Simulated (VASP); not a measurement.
# Si16C15 (a cell with a defect) in VASP: further runs

Si16C15 (a cell with a defect) is run at these levels: LDA; tasks: single point.

Everything below comes from runs of VASP 6.6.1. Logs are shortened: lines on timing, memory, paths and dates and some standing lists are left out, and cuts for length are marked.

### 1 The cell of the first run

The cell holds a defect, 31 atoms: a = 6.117 Å, b = 6.117 Å, c = 10.012 Å, α = 90.00°, β = 90.00°, γ = 120.00°.

### 2 Single point, LDA, collinear spin (atoms taken out, then relaxed in part)

INCAR

```
PREC = Accurate
ENCUT = 520
EDIFF = 1E-6
ISMEAR = 0
SIGMA = 0.01
LREAL = Auto
LASPH = T
NELM = 150
ALGO = Normal
ISIF = 2
LWAVE = F
LCHARG = F
ISPIN = 2
MAGMOM = 0.75 0 0 0 0 0 0 0 0.75 0.75 0 0.75 0 0 0 0 0 0 0 0 0 0 0 0 0 0 0 0 0 0 0
LORBIT = 11
GGA = CA
NELECT = 123.0
NBANDS = 87
```

KPOINTS

```
Automatic mesh
0
Gamma
  2 2 2
```

POSCAR

```
Si16C15
1.0
    3.0584217931     -5.2973419482      0.0000000000
   -6.1168435962      0.0000000057      0.0000000000
    0.0000000000      0.0000000000    -10.0121483307
Si C
16 15
Direct
    0.3351141948      0.1685849468      0.0585658250
    0.8351617843      0.1702541158      0.0617826934
    0.3315583066      0.6667921008      0.0615694950
    0.8351996191      0.6669954546      0.0617717641
    0.1668380166      0.3351580085      0.5627716113
    0.6676760046      0.3348709751      0.5626025612
    0.1668132790      0.8337720672      0.5627819009
    0.6672060054      0.8346376738      0.5611563601
   -0.0086824344     -0.0032903293      0.3131828723
    0.5028801980     -0.0043708184      0.3126699486
   -0.0004521507      0.5008017833      0.3139263297
    0.5029496224      0.5093439643      0.3126603725
    0.4998737073      0.4994819910      0.8116819049
    1.0005574033      0.5013091913      0.8115490145
    0.4998541443      1.0024142258      0.8116862014
    1.0031740107      1.0026341226      0.8119381953
    0.8343282847      0.1703687696      0.2491839864
    0.3294012594      0.6656964951      0.2489143565
    0.8343916428      0.6660736777      0.2491763404
    0.1675363671      0.3347889595      0.7507260513
    0.6671487316      0.3345815156      0.7505583502
    0.1675102805      0.8348121437      0.7507378101
    0.6679285342      0.8349819034      0.7525205574
    0.4993063503      0.4992291405      0.4992851566
    1.0002853774      0.5011932415      0.5001807042
    0.4992890871      1.0021306266      0.4992888886
    1.0028637041      1.0024829981      0.4993527841
    0.0018911952      0.0019930888      1.0028141332
    0.5006437724      0.0016024586      1.0021885649
    0.0004973777      0.5012723040      0.9990903827
    0.5006624331      0.5010631819      1.0021917947
```

Potentials or basis: VASP PAW LDA potentials, release 64 (Si, C).

Command:

```console
> cat potpaw_LDA.64/Si/POTCAR potpaw_LDA.64/C/POTCAR > POTCAR
> mpirun -np 1 vasp_std > vasp.out
```

OUTCAR:

```text
PREC = Accurate
   ENCUT = 520
   EDIFF = 1E-6
   ISMEAR = 0
   LREAL = Auto
   LASPH = T
   NELM = 150
   ISIF = 2
   ISPIN = 2
   LORBIT = 11
   GGA = CA
   NELECT = 123.0

 ion  position               nearest neighbor table
   1  0.335  0.169  0.059-  31 1.85  29 1.85  28 1.85  13 3.03  15 3.03  16 3.03   2 3.05   4 3.05
                             3 3.06   3 3.06   4 3.06   2 3.06  10 3.12  12 3.12   9 3.13
   2  0.835  0.170  0.062-  30 1.86  29 1.87  28 1.87  17 1.88   3 3.04   4 3.04   1 3.05  14 3.06
                             1 3.06   9 3.06  10 3.07  16 3.07  15 3.07  11 3.07   4 3.08   3 3.08
   3  0.332  0.667  0.062-  30 1.86  29 1.87  31 1.87  18 1.88   4 3.04   2 3.04  14 3.06   1 3.06
                             1 3.06  12 3.06  10 3.06  15 3.07  13 3.07  11 3.08   2 3.08   4 3.08
   4  0.835  0.667  0.062-  30 1.86  31 1.87  28 1.87  19 1.88   3 3.04   2 3.04   1 3.05  14 3.06
                             1 3.06   9 3.06  12 3.07  16 3.07  13 3.07  11 3.07   2 3.08   3 3.08
   5  0.167  0.335  0.563-  25 1.87  24 1.87  27 1.87  20 1.88   7 3.05  14 3.05   6 3.05  11 3.05
                            13 3.05  16 3.05   8 3.06   8 3.06   6 3.06   7 3.07  12 3.07   9 3.08
   6  0.668  0.335  0.563-  25 1.87  24 1.87  26 1.87  21 1.88  11 3.05   5 3.05   7 3.05  13 3.05
                            15 3.05  14 3.05   8 3.06   8 3.06   7 3.06   5 3.06  12 3.08  10 3.08
   7  0.167  0.834  0.563-  25 1.87  26 1.87  27 1.87  22 1.88   5 3.05  14 3.05   6 3.05  11 3.05
                            15 3.05  16 3.05   8 3.06   8 3.06   6 3.06   5 3.07  10 3.07   9 3.08
   8  0.667  0.835  0.561-  26 1.88  24 1.88  27 1.88  23 1.92   9 3.02  10 3.03  12 3.03   5 3.06
                             7 3.06   6 3.06   6 3.06   7 3.06   5 3.06  15 3.07  13 3.07  16 3.08
   9  0.991  0.997  0.313-  27 1.86  19 1.87  17 1.87  12 2.98  10 2.98   8 3.02  11 3.06  11 3.06
[... 16 lines left out ...]
  18  0.329  0.666  0.249-  12 1.86  10 1.86  11 1.86   3 1.88
  19  0.834  0.666  0.249-   9 1.87  11 1.87  12 1.87   4 1.88
  20  0.168  0.335  0.751-  16 1.86  13 1.86  14 1.87   5 1.88
  21  0.667  0.335  0.751-  15 1.86  13 1.86  14 1.87   6 1.88
  22  0.168  0.835  0.751-  16 1.86  15 1.86  14 1.87   7 1.88
  23  0.668  0.835  0.753-  16 1.87  13 1.87  15 1.87   8 1.92
  24  0.499  0.499  0.499-  12 1.87   5 1.87   6 1.87   8 1.88
  25  0.000  0.501  0.500-  11 1.86   6 1.87   7 1.87   5 1.87
  26  0.499  0.002  0.499-  10 1.87   7 1.87   6 1.87   8 1.88
  27  0.003  0.002  0.499-   9 1.86   7 1.87   5 1.87   8 1.88
  28  0.002  0.002  0.003-   1 1.85   2 1.87   4 1.87  16 1.91
  29  0.501  0.002  0.002-   1 1.85   2 1.87   3 1.87  15 1.91
  30  0.000  0.501  0.999-   3 1.86   4 1.86   2 1.86  14 1.88
  31  0.501  0.501  0.002-   1 1.85   4 1.87   3 1.87  13 1.91

  LATTYP: Found a hexagonal cell.
 ALAT       =     6.1168435962
 C/A-ratio  =     1.6368161411

  Lattice vectors:

 A1 = (   3.0584217931,  -5.2973419482,   0.0000000000)
 A2 = (  -6.1168435962,   0.0000000057,   0.0000000000)
 A3 = (   0.0000000000,   0.0000000000, -10.0121483307)

Analysis of symmetry for initial positions (statically):
=====================================================================
 Subroutine PRICEL returns:
 Original cell was already a primitive cell.

 Routine SETGRP: Setting up the symmetry group for a
 hexagonal supercell.

 Subroutine GETGRP returns: Found  1 space group operations
 (whereof  1 operations were pure point group operations)
 out of a pool of 24 trial point group operations.

The static configuration has the point symmetry C_1 .

Analysis of symmetry for dynamics (positions and initial velocities):
=====================================================================
 Subroutine PRICEL returns:
 Original cell was already a primitive cell.

 Routine SETGRP: Setting up the symmetry group for a
 hexagonal supercell.

 Subroutine GETGRP returns: Found  1 space group operations
 (whereof  1 operations were pure point group operations)
 out of a pool of 24 trial point group operations.

The dynamic configuration has the point symmetry C_1 .

Analysis of structural, dynamic, and magnetic symmetry:
=====================================================================
 Subroutine PRICEL returns:
 Original cell was already a primitive cell.

 Routine SETGRP: Setting up the symmetry group for a
 hexagonal supercell.

 Subroutine GETGRP returns: Found  1 space group operations
 (whereof  1 operations were pure point group operations)
 out of a pool of 24 trial point group operations.

The overall configuration has the point symmetry C_1 .
[... 132 lines left out ...]
   ISTART =      0    job   : 0-new  1-cont  2-samecut
   ICHARG =      2    charge: 1-file 2-atom 10-const
   ISPIN  =      2    spin polarized calculation?
   LNONCOLLINEAR =      F non collinear calculations
   LSORBIT =      F    spin-orbit coupling
   LASPH  =      T    aspherical Exc in radial PAW
   ENCUT  =  520.0 eV  38.22 Ry    6.18 a.u.  11.37 11.37 18.62*2*pi/ulx,y,z
   NELM   =    150;   NELMIN=  2; NELMDL= -5     # of ELM steps
   EDIFF  = 0.1E-05   stopping-criterion for ELM
   LREAL  =      T    real-space projection
   EDIFFG = 0.1E-04   stopping-criterion for IOM
   NSW    =      0    number of steps for IOM
   IBRION =     -1    ionic relax: 0-MD 1-quasi-New 2-CG
   NFREE  =      0    steps in history (QN), initial steepest desc. (CG)
   ISIF   =      2    stress and relaxation
   ISYM   =      2    0-nonsym 1-usesym 2-fastsym
   POTIM  = 0.5000    time-step for ionic-motion
   TEBEG  =    0.0;   TEEND  =   0.0 temperature during run
   PSTRESS=    0.0 pullay stress
   NELECT =     123.0000    total number of electrons
   NUPDOWN=      -1.0000    fix difference up-down
   EMIN   =  10.00;   EMAX   =-10.00  energy-range for DOS
   EFERMI =   0.00;   METHOD = LEGACY
   ISMEAR =     0;   SIGMA  =   0.01  broadening in eV -4-tet -1-fermi 0-gaus
   EFERMI_NEDOS =   21; number of points for ismear=-14 and -15
   IALGO  =     38    algorithm
   IMIX   =      4    mixing-type and parameters
     AMIX     =   0.40;   BMIX     =  1.00
     AMIX_MAG =   1.60;   BMIX_MAG =  1.00
  volume/ion in A,a.u.               =      10.47        70.62
  Fermi-wavevector in a.u.,A,eV,Ry     =   1.184874  2.239088 19.101591  1.403927
  Thomas-Fermi vector in A             =   2.321080
   LORBIT       =     11    0 simple, 1 ext, 2 COOP (PROOUT), +10 PAW based schemes
   GGA     = CA    functional components
   LHFCALC =     F    Hartree Fock is set to
   AEXX    =    0.0000 exact exchange contribution
   IVDW    =     0    specifies the selected vdW correction
   LEPSILON=     F    determine dielectric tensor
   LRPA    =     F    only Hartree local field effects (RPA)
 spin polarized calculation
 Gauss-broadening in eV      SIGMA  =   0.01
  energy-cutoff  :      520.00
  volume of cell :      324.42
 maximum number of plane-waves:      8750
 NGX is ok and might be reduce to    48
   NGX = 23   NGY = 23   NGZ = 37

 number of electron     122.9999998 magnetization       0.2499881

 Free energy of the ion-electron system (eV)
  ---------------------------------------------------
  ext. energy  EPLUGINS =         0.00000000
  ---------------------------------------------------
  free energy    TOTEN  =      -260.99694735 eV

  energy without entropy =     -260.99675861  energy(sigma->0) =     -260.99685298

 E-fermi :   8.9650     XC(G=0): -11.4955

 val. band max:        8.9510252174   @ k =   0.5000   0.5000   0.5000
 cond. band min:       8.9767168211   @ k =   0.5000  -0.0000   0.5000
 fundamental gap:      0.0256916037
 Fermi energy:         8.9649612518

 spin component 1

 k-point     1 :       0.0000    0.0000    0.0000
  band No.  band energies     occupation
      1      -7.2579      1.00000
      2      -6.1633      1.00000
      3      -5.9381      1.00000
      4      -3.8706      1.00000
      5      -3.8649      1.00000
      6      -3.7747      1.00000
[... 597 lines left out ...]
     72      12.4615      0.00000
     73      13.7000      0.00000
 Fermi energy:         8.9649612518

 spin component 2

 k-point     1 :       0.0000    0.0000    0.0000
  band No.  band energies     occupation
      1      -7.2516      1.00000
      2      -6.1589      1.00000
      3      -5.9289      1.00000
      4      -3.8643      1.00000
      5      -3.8570      1.00000
      6      -3.7703      1.00000
[... 597 lines left out ...]
     72      12.4709      0.00000
     73      13.7087      0.00000
 [bands above 73 left out]

------------------------ aborting loop because EDIFF is reached ----------------------------------------

  FORCE on cell =-STRESS in cart. coord.  units (eV):
  Direction    XX          YY          ZZ          XY          YZ          ZX
  --------------------------------------------------------------------------------------
  -------------------------------------------------------------------------------------
  Total       -8.7692549     -9.7027689    -16.4228069      0.0007393     -0.1944844     -0.0047549
  in kB      -43.3072508    -47.9174405    -81.1045668      0.0036511     -0.9604677     -0.0234821
  external PRESSURE =     -57.4430860 kB  Pullay stress =       0.0000000 kB

 VOLUME and BASIS-vectors are now :
 -----------------------------------------------------------------------------
  energy-cutoff  :      520.00
  volume of cell :      324.42
      direct lattice vectors                 reciprocal lattice vectors
     3.058421793 -5.297341948  0.000000000    -0.000000000 -0.188773919  0.000000000
    -6.116843596  0.000000006  0.000000000    -0.163483010 -0.094386959  0.000000000
     0.000000000  0.000000000-10.012148331     0.000000000  0.000000000 -0.099878664

 POSITION                                       TOTAL-FORCE (eV/Angst)
 -----------------------------------------------------------------------------------
     -0.00629     -1.77521     -0.58637         0.001945      0.009364     -0.017595
      1.51286     -4.42414     -0.61858         0.003463     -0.000977      0.003506
     -3.06462     -1.75638     -0.61644         0.000136     -0.001985      0.006069
     -1.52551     -4.42434     -0.61847        -0.003367      0.000002     -0.000252
     -1.53985     -0.88380     -5.63455         0.001669      0.000362     -0.001188
     -0.00632     -3.53691     -5.63286         0.000606      0.001003      0.000052
[... 23 lines left out ...]
     -3.06468     -0.00263    -10.00304        -0.004116     -0.000209     -0.000206
     -1.53369     -2.65218     -0.02194        -0.009100     -0.004230     -0.001482
 -----------------------------------------------------------------------------------
    total drift:                                0.027945      0.010129     -0.007621

  FREE ENERGIE OF THE ION-ELECTRON SYSTEM (eV)
  ---------------------------------------------------
  free  energy   TOTEN  =      -260.9969473472 eV

  energy  without entropy=     -260.9967586089  energy(sigma->0) =     -260.99685298

 total charge

# of ion       s       p       d       tot
------------------------------------------
    1        0.730   0.915   0.000   1.645
    2        0.709   0.997   0.000   1.707
    3        0.709   0.997   0.000   1.706
    4        0.709   0.997   0.000   1.707
    5        0.708   0.991   0.000   1.699
    6        0.708   0.991   0.000   1.698
[... 23 lines left out ...]
   30        0.826   1.741   0.000   2.567
   31        0.829   1.719   0.000   2.548
--------------------------------------------------
tot         23.912  41.345   0.000  65.257

 magnetization (x)

# of ion       s       p       d       tot
------------------------------------------
    1       -0.000  -0.001   0.000  -0.001
    2        0.000   0.001   0.000   0.001
    3        0.000   0.000   0.000   0.001
    4        0.000   0.001   0.000   0.001
    5        0.000   0.000   0.000   0.000
    6        0.000  -0.000   0.000  -0.000
[... 23 lines left out ...]
   30       -0.000   0.000   0.000   0.000
   31        0.000   0.003   0.000   0.003
--------------------------------------------------
tot          0.036   0.076   0.000   0.111
```

Run time: 8.9 min. Hardware: 1 thread of Intel Xeon 6975P-C (Granite Rapids), shared host; peak memory 0.52 GiB.

What came out:

```
Free energy                                           : -260.9969 eV
Largest force                                         : 0.020 eV/Å
Net moment                                            : 0.25 μB per cell
Site moments                                          : Si -0.00, +0.00, +0.01, +0.03 (each value once); C +0.00, -0.00, +0.01 (each value once) μB
Valence electrons inside the program's atomic spheres : Si 1.65, 1.71, 1.70, 1.67, 1.66, 1.69 (each value once); C 2.55, 2.56, 2.54, 2.57 (each value once)
```

Forces on the atoms (eV/Å):
```
Si   0.002  0.009 -0.018
Si   0.003 -0.001  0.004
Si   0.000 -0.002  0.006
Si  -0.003  0.000  0.000
Si   0.002  0.000 -0.001
Si   0.001  0.001  0.000
Si   0.000 -0.002 -0.001
Si  -0.001  0.000  0.006
Si  -0.001  0.000  0.002
Si  -0.011 -0.010  0.003
Si  -0.001  0.006 -0.004
Si   0.010 -0.009  0.000
Si   0.001  0.003 -0.005
Si   0.000  0.000 -0.008
Si  -0.002  0.003 -0.001
Si   0.001 -0.002 -0.003
C    0.000 -0.003  0.001
C    0.001  0.004  0.002
C    0.009 -0.004 -0.004
C   -0.004 -0.002  0.002
C   -0.006 -0.003  0.004
C   -0.002 -0.004  0.005
C    0.002  0.004  0.011
C    0.011  0.010 -0.007
C   -0.002 -0.003  0.007
C   -0.008  0.007 -0.005
C    0.002 -0.003 -0.007
C    0.002  0.010  0.014
C    0.011 -0.007 -0.001
C   -0.004  0.000  0.000
C   -0.009 -0.004 -0.001
```

Caveat: the k points lie up to 0.59 Å⁻¹ apart; the cell carries a net charge on a neutralising background, which shifts energy and pressure; the cell differs from its parent crystal (atoms taken out, then relaxed in part); the cell is charged against a uniform background, so pressure and absolute levels hang on convention.

(Continued in part 2 of 2.)
